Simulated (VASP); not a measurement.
Write the native input for VASP 6.6.1 that does the following.

```
Task                   : relaxation of cell and atoms
Functional             : PBE
Potentials or basis    : VASP PAW PBE potentials, release 64 (Cr_sv)
Cutoff                 : 700 eV
k mesh                 : 6 × 6 × 2
Occupations            : gaussian, width 0.1 eV
Spin                   : no spin polarisation
Dipole correction      : no
Further INCAR settings : ALGO = Normal; EDIFF = 1e-07; IBRION = 2; EDIFFG = -0.04; NSW = 90; ISIF = 3
```

The structure of Cr lies in POSCAR:

```
Cr
1.0
    2.8812770771      0.0000000000      0.0000000000
   -1.4406385386      2.4952591441      0.0000000000
    0.0000000000      0.0000000000      7.8473806572
Cr
4
Direct
    0.0000000000      0.0000000000      0.2500000000
    0.0000000000      0.0000000000      0.7500000000
    0.3333333333      0.6666666667      0.7500000000
    0.6666666667      0.3333333333      0.2500000000
```

This isn't the form of Cr at room conditions, which is bcc.

These files were run (other wordings do the same):

INCAR

```
ALGO = Normal
EDIFF = 1E-7
EDIFFG = -0.04
ENCUT = 700
GGA = PE
GGA_COMPAT = F
IBRION = 2
ISIF = 3
ISMEAR = 0
LASPH = T
LCHARG = F
LREAL = F
LWAVE = F
NELM = 120
NELMIN = 4
NSW = 90
PREC = Accurate
SIGMA = 0.1
```

KPOINTS

```
k-points
0
Gamma
  6 6 2
```

Potentials or basis: VASP PAW PBE potentials, release 64 (Cr_sv).

Command:

```sh
$ cat potpaw_PBE.64/Cr_sv/POTCAR > POTCAR
$ mpirun -np 1 vasp_std > vasp.out
```

It gave:

The relaxed volume is 13.76 Å³/atom. The relaxed cell is a = 3.789 Å, b = 3.789 Å, c = 4.426 Å, α = 90.00°, β = 90.00°, γ = 120.00° and the space group after relaxing (to 0.1 Å) is P6_3/mmc (No. 194). The pressure after relaxing is 0.0 GPa and the band gap on the k mesh is zero (bands 28 and 29 overlap by 0.20 eV).

Caveat: the k points lie up to 0.71 Å⁻¹ apart in the final cell; a cell axis changed by over 15 % at a fixed basis, so the end point is rough; the run has no spin polarisation, though such a crystal can be magnetic.

It took 40 min on 1 thread of Intel(R) Xeon(R) Platinum 8259CL CPU @ 2.50GHz (Skylake/Cascade Lake), on a shared host, peak memory 0.23 GiB.
